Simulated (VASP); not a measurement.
# Sb (Pm-3m) in VASP: settings compared

The runs below take Sb through single point, relaxation of cell and atoms, with revPBE, PBE, RPBE.

Program: VASP 6.6.1. These are calculated values, not measurements. Logs are shortened: lines on timing, memory, paths and dates and some standing lists are left out, and cuts for length are marked.

## 1. The cell of the first run

It takes space group Pm-3m (No. 221, cubic). The conventional cell has a = 3.160 Å, b = 3.160 Å, c = 3.160 Å, α = 90.00°, β = 90.00°, γ = 90.00°. Sb (site symmetry m-3m) has 6 Sb at 3.16 Å within 4.2 Å.

## 2. Single point, revPBE

Input file INCAR:

```
PREC = Accurate
ENCUT = 520
EDIFF = 1E-6
ISMEAR = -1
SIGMA = 0.05
LREAL = F
LASPH = T
NELM = 60
ALGO = Normal
ISIF = 2
LWAVE = F
LCHARG = F
GGA = RE
NBANDS = 8
```

Input file KPOINTS:

```
regular mesh
0
Gamma
  8 8 8
```

Input file POSCAR:

```
Sb
1.0
    3.1600000000      0.0000000000      0.0000000000
    0.0000000000      3.1600000000      0.0000000000
    0.0000000000      0.0000000000      3.1600000000
Sb
1
Direct
    0.0000000000      0.0000000000      0.0000000000
```

Potentials or basis: VASP PAW PBE potentials, release 64 (Sb).

Run with:

```
$ cat potpaw_PBE.64/Sb/POTCAR > POTCAR
$ mpirun -np 1 vasp_std > vasp.out
```

OUTCAR:

```text
PREC = Accurate
   ENCUT = 520
   EDIFF = 1E-6
   ISMEAR = -1
   LREAL = F
   LASPH = T
   NELM = 60
   ISIF = 2
   GGA = RE

 ion  position               nearest neighbor table
   1  0.000  0.000  0.000-

  LATTYP: Found a simple cubic cell.
 ALAT       =     3.1600000000

  Lattice vectors:

 A1 = (   3.1600000000,   0.0000000000,   0.0000000000)
 A2 = (   0.0000000000,   3.1600000000,   0.0000000000)
 A3 = (   0.0000000000,   0.0000000000,   3.1600000000)

Analysis of symmetry for initial positions (statically):
=====================================================================
 Subroutine PRICEL returns:
 Original cell was already a primitive cell.

 Routine SETGRP: Setting up the symmetry group for a
 simple cubic supercell.

 Subroutine GETGRP returns: Found 48 space group operations
 (whereof 48 operations were pure point group operations)
 out of a pool of 48 trial point group operations.

The static configuration has the point symmetry O_h .

Analysis of symmetry for dynamics (positions and initial velocities):
=====================================================================
 Subroutine PRICEL returns:
 Original cell was already a primitive cell.

 Routine SETGRP: Setting up the symmetry group for a
 simple cubic supercell.

 Subroutine GETGRP returns: Found 48 space group operations
 (whereof 48 operations were pure point group operations)
 out of a pool of 48 trial point group operations.

The dynamic configuration has the point symmetry O_h .

 Subroutine INISYM returns: Found 48 space group operations
 (whereof 48 operations are pure point group operations),
 and found     1 'primitive' translations

----------------------------------------------------------------------------------------

                                     Primitive cell

  volume of cell :      31.5545

  direct lattice vectors                    reciprocal lattice vectors
     3.160000000  0.000000000  0.000000000     0.316455696  0.000000000  0.000000000
     0.000000000  3.160000000  0.000000000     0.000000000  0.316455696  0.000000000
     0.000000000  0.000000000  3.160000000     0.000000000  0.000000000  0.316455696

  length of vectors
     3.160000000  3.160000000  3.160000000     0.316455696  0.316455696  0.316455696

  position of ions in fractional coordinates (direct lattice)
     0.000000000  0.000000000  0.000000000
[... 70 lines left out ...]
   ISPIN  =      1    spin polarized calculation?
   LNONCOLLINEAR =      F non collinear calculations
   LSORBIT =      F    spin-orbit coupling
   LASPH  =      T    aspherical Exc in radial PAW
   ENCUT  =  520.0 eV  38.22 Ry    6.18 a.u.   5.88  5.88  5.88*2*pi/ulx,y,z
   NELM   =     60;   NELMIN=  2; NELMDL= -5     # of ELM steps
   EDIFF  = 0.1E-05   stopping-criterion for ELM
   LREAL  =      F    real-space projection
   EDIFFG = 0.1E-04   stopping-criterion for IOM
   NSW    =      0    number of steps for IOM
   IBRION =     -1    ionic relax: 0-MD 1-quasi-New 2-CG
   NFREE  =      0    steps in history (QN), initial steepest desc. (CG)
   ISIF   =      2    stress and relaxation
   ISYM   =      2    0-nonsym 1-usesym 2-fastsym
   POTIM  = 0.5000    time-step for ionic-motion
   TEBEG  =    0.0;   TEEND  =   0.0 temperature during run
   PSTRESS=    0.0 pullay stress
   NELECT =       5.0000    total number of electrons
   NUPDOWN=      -1.0000    fix difference up-down
   EMIN   =  10.00;   EMAX   =-10.00  energy-range for DOS
   EFERMI =   0.00;   METHOD = LEGACY
   ISMEAR =    -1;   SIGMA  =   0.05  broadening in eV -4-tet -1-fermi 0-gaus
   EFERMI_NEDOS =   21; number of points for ismear=-14 and -15
   IALGO  =     38    algorithm
   IMIX   =      4    mixing-type and parameters
     AMIX     =   0.40;   BMIX     =  1.00
     AMIX_MAG =   1.60;   BMIX_MAG =  1.00
  volume/ion in A,a.u.               =      31.55       212.94
  Fermi-wavevector in a.u.,A,eV,Ry     =   0.885886  1.674081 10.677766  0.784794
  Thomas-Fermi vector in A             =   2.006979
   LORBIT       =      0    0 simple, 1 ext, 2 COOP (PROOUT), +10 PAW based schemes
   GGA     = RE    functional components
   LHFCALC =     F    Hartree Fock is set to
   AEXX    =    0.0000 exact exchange contribution
   IVDW    =     0    specifies the selected vdW correction
   LEPSILON=     F    determine dielectric tensor
   LRPA    =     F    only Hartree local field effects (RPA)
 non-spin polarized calculation
  energy-cutoff  :      520.00
  volume of cell :       31.55
 maximum number of plane-waves:       876
 NGX is ok and might be reduce to    24
   NGX = 11   NGY = 11   NGZ = 11

 number of electron       5.0000001 magnetization

 Free energy of the ion-electron system (eV)
  ---------------------------------------------------
  ext. energy  EPLUGINS =         0.00000000
  ---------------------------------------------------
  free energy    TOTEN  =        -3.75622969 eV

  energy without entropy =       -3.74899429  energy(sigma->0) =       -3.75261199

 E-fermi :   6.4722     XC(G=0):  -9.3378

 val. band max:        6.4630781142   @ k =   0.3750   0.2500   0.1250
 cond. band min:       6.7031877800   @ k =   0.5000   0.2500   0.0000
 fundamental gap:      0.2401096658
 Fermi energy:         6.4721699458

 k-point     1 :       0.0000    0.0000    0.0000
  band No.  band energies     occupation
      1      -5.4404      2.00000
      2       9.6508      0.00000
      3       9.6508      0.00000
      4       9.6508      0.00000
      5      13.3561      0.00000
      6      13.3561      0.00000
      7      14.4994      0.00000
      8      23.8089      0.00000
[... 243 lines left out ...]
 k-point    24 :       0.5000    0.3750    0.1250
  band No.  band energies     occupation
      1      -1.2461      2.00000
      2       3.0202      2.00000
      3       4.5174      2.00000
      4       9.9546      0.00000
      5      11.1440      0.00000
      6      16.1199      0.00000
      7      17.3978      0.00000
      8      20.1029      0.00000

 [... further k-points ...]
[... 5 lines left out ...]
  --------------------------------------------------------------------------------------
  -------------------------------------------------------------------------------------
  Total       -0.2858819     -0.2858819     -0.2858819     -0.0000000      0.0000000     -0.0000000
  in kB      -14.5156330    -14.5156330    -14.5156330     -0.0000000      0.0000000     -0.0000000
  external PRESSURE =     -14.5156330 kB  Pullay stress =       0.0000000 kB

 VOLUME and BASIS-vectors are now :
 -----------------------------------------------------------------------------
  energy-cutoff  :      520.00
  volume of cell :       31.55
      direct lattice vectors                 reciprocal lattice vectors
     3.160000000  0.000000000  0.000000000     0.316455696  0.000000000  0.000000000
     0.000000000  3.160000000  0.000000000     0.000000000  0.316455696  0.000000000
     0.000000000  0.000000000  3.160000000     0.000000000  0.000000000  0.316455696

 POSITION                                       TOTAL-FORCE (eV/Angst)
 -----------------------------------------------------------------------------------
      0.00000      0.00000      0.00000         0.000000      0.000000      0.000000
 -----------------------------------------------------------------------------------
    total drift:                               -0.000000      0.000000      0.000000

  FREE ENERGIE OF THE ION-ELECTRON SYSTEM (eV)
  ---------------------------------------------------
  free  energy   TOTEN  =        -3.7562296872 eV

  energy  without entropy=       -3.7489942934  energy(sigma->0) =       -3.75261199
```

OSZICAR:

```text
N       E                     dE             d eps       ncg     rms          rms(c)
DAV:   1     0.600758041004E+01    0.60076E+01   -0.14915E+03   560   0.388E+02
DAV:   2    -0.363143777950E+01   -0.96390E+01   -0.91309E+01   784   0.518E+01
DAV:   3    -0.374888473284E+01   -0.11745E+00   -0.11735E+00   664   0.664E+00
DAV:   4    -0.374942502259E+01   -0.54029E-03   -0.54029E-03   864   0.554E-01
DAV:   5    -0.374942697647E+01   -0.19539E-05   -0.19541E-05   696   0.204E-02    0.180E+00
DAV:   6    -0.375330507265E+01   -0.38781E-02   -0.16051E-03   680   0.243E-01    0.106E+00
DAV:   7    -0.375612550573E+01   -0.28204E-02   -0.39624E-03   576   0.375E-01    0.816E-02
DAV:   8    -0.375622186726E+01   -0.96362E-04   -0.15313E-04   704   0.835E-02    0.713E-03
DAV:   9    -0.375622828398E+01   -0.64167E-05   -0.60338E-06   768   0.147E-02    0.253E-03
DAV:  10    -0.375622981634E+01   -0.15324E-05   -0.23734E-06   696   0.826E-03    0.129E-03
DAV:  11    -0.375622968719E+01    0.12915E-06   -0.43199E-08   416   0.139E-03
   1 F= -.37562297E+01 E0= -.37526120E+01  d E =-.723539E-02
```

stdout:

```text
POSCAR found type information on POSCAR Sb
 POSCAR found :  1 types and       1 ions
 scaLAPACK will be used
 -----------------------------------------------------------------------------
|                                                                             |
|                                                                             |
|     You enforced a specific xc type in the INCAR file but a different       |
|     I HOPE YOU KNOW WHAT YOU ARE DOING!                                     |
|                                                                             |
 -----------------------------------------------------------------------------

 LDA part: xc-table for (Slater+PW92), standard interpolation
 POSCAR, INCAR and KPOINTS ok, starting setup
 FFT: planning ... GRIDC
 FFT: planning ... GRID_SOFT
 FFT: planning ... GRID
 WAVECAR not read
 entering main loop
```

Wall time 5.1 s (1 thread of Intel Xeon Platinum 8259CL at 2.50GHz (Skylake/Cascade Lake), shared host); peak memory 0.14 GiB.

Results:

| Item | Value |
| --- | --- |
| Free energy | -3.7562 eV |
| Pressure | -1.5 GPa |

Levels at points of the mesh, in eV from the Fermi level:
| k point | band 1 | band 2 | band 3 | band 4 | band 5 | band 6 | band 7 | band 8 |
| --- | --- | --- | --- | --- | --- | --- | --- | --- |
| (0.00, 0.00, 0.00) | -11.91 | 3.18 | 3.18 | 3.18 | 6.88 | 6.88 | 8.03 | 17.34 |
| (0.50, 0.00, 0.00) | -9.69 | -5.15 | 5.01 | 5.01 | 8.85 | 10.53 | 11.16 | 11.30 |
| (0.50, 0.50, 0.00) | -7.35 | -3.25 | -3.25 | 2.45 | 6.85 | 12.42 | 13.11 | 13.11 |
| (0.50, 0.50, 0.50) | -4.77 | -1.47 | -1.47 | -1.47 | 4.95 | 4.95 | 4.95 | 7.17 |

Caveat: the PAW data sets were made with another functional, which shifts forces and pressure a little; spin-orbit coupling is left out, which moves the levels of the heavy elements.

## 3. Relaxation of cell and atoms, PBE

Input file INCAR:

```
ALGO = Normal
EDIFF = 1E-6
EDIFFG = -0.01
ENCUT = 600
GGA = PE
IBRION = 2
ISIF = 3
ISMEAR = -1
LASPH = True
LCHARG = False
LREAL = False
LWAVE = False
NELM = 100
NSW = 60
PREC = Accurate
SIGMA = 0.05
```

Input file KPOINTS:

```
k-points
0
Gamma
  8 8 8
```

POSCAR is that of step 2.

Potentials or basis: VASP PAW PBE potentials, release 64 (Sb).

Run with:

```
$ cat potpaw_PBE.64/Sb/POTCAR > POTCAR
$ mpirun -np 1 vasp_std > vasp.out
```

Wall time 15 s (1 thread of Intel Xeon Platinum 8259CL at 2.50GHz (Skylake/Cascade Lake), shared host); peak memory 0.16 GiB.

Results (log left out):

- Free energy: -4.0794 eV
- Relaxed volume: 30.19 Å³/atom
- Relaxed cell: a = 3.114 Å, b = 3.114 Å, c = 3.114 Å, α = 90.00°, β = 90.00°, γ = 90.00°
- Space group after relaxing (to 0.05 Å): Pm-3m (No. 221)
- Energy gained by relaxing: 10.2 meV/atom
- Ionic steps: 3
- Pressure after relaxing: 0.0 GPa

Step by step:
| step | energy change (eV) | largest force (eV/Å) | pressure (GPa) | volume (Å³) |
| --- | --- | --- | --- | --- |
| 1 | 0.0000 | 0.0000 | -2.29 | 31.55 |
| 2 | -0.0075 | 0.0000 | 1.33 | 29.54 |
| 3 | -0.0102 | 0.0000 | 0.01 | 30.19 |

Final structure:
```xyz
1
Lattice="3.1138 0.0000 0.0000 0.0000 3.1138 0.0000 0.0000 0.0000 3.1138" Properties=species:S:1:pos:R:3 pbc="T T T"
Sb    0.0000    0.0000    0.0000
```

Levels at points of the mesh, in eV from the Fermi level:
```tsv
k point	band 1	band 2	band 3	band 4	band 5	band 6
(0.00, 0.00, 0.00)	-12.24	3.29	3.29	3.29	6.96	6.96
(0.50, 0.00, 0.00)	-9.87	-5.44	5.26	5.26	9.02	10.62
(0.50, 0.50, 0.00)	-7.35	-3.43	-3.43	2.28	7.25	12.80
(0.50, 0.50, 0.50)	-4.55	-1.54	-1.54	-1.54	4.90	4.90
```

Caveat: spin-orbit coupling is left out, which moves the levels of the heavy elements.

## 4. Relaxation of cell and atoms, RPBE

Input file INCAR:

```
SYSTEM = Sb
ALGO = Normal
EDIFF = 1E-6
EDIFFG = -0.01
ENCUT = 600
GGA = RP
IBRION = 2
ISIF = 3
ISMEAR = -1
LASPH = .True.
LCHARG = .False.
LREAL = .False.
LWAVE = .False.
NELM = 80
NSW = 60
PREC = Accurate
SIGMA = 0.05
```

Input file KPOINTS:

```
k-points
0
Gamma
  8 8 8
  0 0 0
```

POSCAR is that of step 3.

Run with:

```
$ cat potpaw_PBE.64/Sb/POTCAR > POTCAR
$ mpirun -np 1 vasp_std > vasp.out
```

Run time: 16 s. Hardware: 1 thread of Intel Xeon Platinum 8259CL at 2.50GHz (Skylake/Cascade Lake), shared host; peak memory 0.16 GiB.

The run converged. Its results:

```yaml
Free_energy: -3.7071 eV
Relaxed_volume: 30.86 Å³/atom
Relaxed_cell: a = 3.137 Å, b = 3.137 Å, c = 3.137 Å, α = 90.00°, β = 90.00°, γ = 90.00°
Space_group_after_relaxing_to_0.05_Å: Pm-3m (No. 221)
Energy_gained_by_relaxing: 2.5 meV/atom
Ionic_steps: 3
Pressure_after_relaxing: 0.0 GPa
```

Step by step:
| step | energy change (eV) | largest force (eV/Å) | pressure (GPa) | volume (Å³) |
| --- | --- | --- | --- | --- |
| 1 | 0.0000 | 0.0000 | -1.12 | 31.55 |
| 2 | -0.0020 | 0.0000 | 0.55 | 30.56 |
| 3 | -0.0025 | 0.0000 | 0.01 | 30.86 |

Final structure:
```cif
data_structure
_symmetry_space_group_name_H-M 'P 1'
_symmetry_Int_Tables_number 1
_cell_length_a 3.1367
_cell_length_b 3.1367
_cell_length_c 3.1367
_cell_angle_alpha 90.000
_cell_angle_beta 90.000
_cell_angle_gamma 90.000
_cell_volume 30.86
loop_
_atom_site_label
_atom_site_type_symbol
_atom_site_fract_x
_atom_site_fract_y
_atom_site_fract_z
_atom_site_occupancy
Sb1 Sb 0.00000 0.00000 0.00000 1
```

Levels at points of the mesh, in eV from the Fermi level:
```
           k point  band 1  band 2  band 3  band 4  band 5  band 6
(0.00, 0.00, 0.00)  -12.07    3.24    3.24    3.24    6.89    6.89
(0.50, 0.00, 0.00)   -9.77   -5.30    5.14    5.14    8.90   10.60
(0.50, 0.50, 0.00)   -7.33   -3.34   -3.34    2.37    7.07   12.58
(0.50, 0.50, 0.50)   -4.63   -1.51   -1.51   -1.51    4.92    4.92
```

Caveat: the PAW data sets were made with another functional, which shifts forces and pressure a little; spin-orbit coupling is left out, which moves the levels of the heavy elements.

## 5. Summary

| task | level | cell | cutoff (eV) | gap on the mesh (eV) | pressure (GPa) | relaxed volume (Å³/atom) |
| --- | --- | --- | --- | --- | --- | --- |
| single point | revPBE | as given | 520 | none | -1.5 | - |
| relaxation of cell and atoms | PBE | relaxed | 600 | none | 0.0 | 30.19 |
| relaxation of cell and atoms | RPBE | relaxed | 600 | none | 0.0 | 30.86 |

Alike in all rows: potentials or basis VASP PAW PBE potentials, release 64 (Sb); no spin polarisation; k mesh 8 × 8 × 8; smearing fermi-dirac 0.05 eV.

Caveats: spin-orbit coupling is left out, which moves the levels of the heavy elements; the PAW data sets were made with another functional, which shifts forces and pressure a little (some runs).

Absolute energies hang on the potentials; compare differences alone.
